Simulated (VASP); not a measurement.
Runs of VASP 6.6.1 on GaSb. The structure is that of space group F-43m (No. 216), or close to it. The cells are those of the table. 

```tsv
level	cell	cutoff (eV)	gap on the mesh (eV)	pressure (GPa)
revPBE+D4	a = 4.336 Å, angles 60.0°, 2 atoms	500	(a)	-0.9
r2SCAN	a = 4.364 Å, angles 60.0°, 2 atoms	520	0.25	-0.9
PBE+D3(BJ)	a = 4.326 Å, angles 60.0°, 2 atoms	500	(b)	0.4
r2SCAN	a = 4.306 Å, angles 60.0°, 2 atoms	520	0.55	(c)
r2SCAN	a = 4.336 Å, angles 60.0°, 2 atoms	520	0.40	0.1
```

Alike in all rows: task single point; potentials or basis VASP PAW PBE potentials, release 64 (Ga_d, Sb); no spin polarisation; k mesh 6 × 6 × 6; smearing gaussian 0.05 eV.

Q: Estimate the missing entries.

A: (a) 0.06; (b) 0.03; (c) 1.2.

Caveats: spin-orbit coupling is left out, which moves the levels of the heavy elements; the PAW data sets were made with another functional, which shifts forces and pressure a little (some runs).

A k mesh can miss the band edges, and the runs leave out spin-orbit coupling on Ga, Sb.
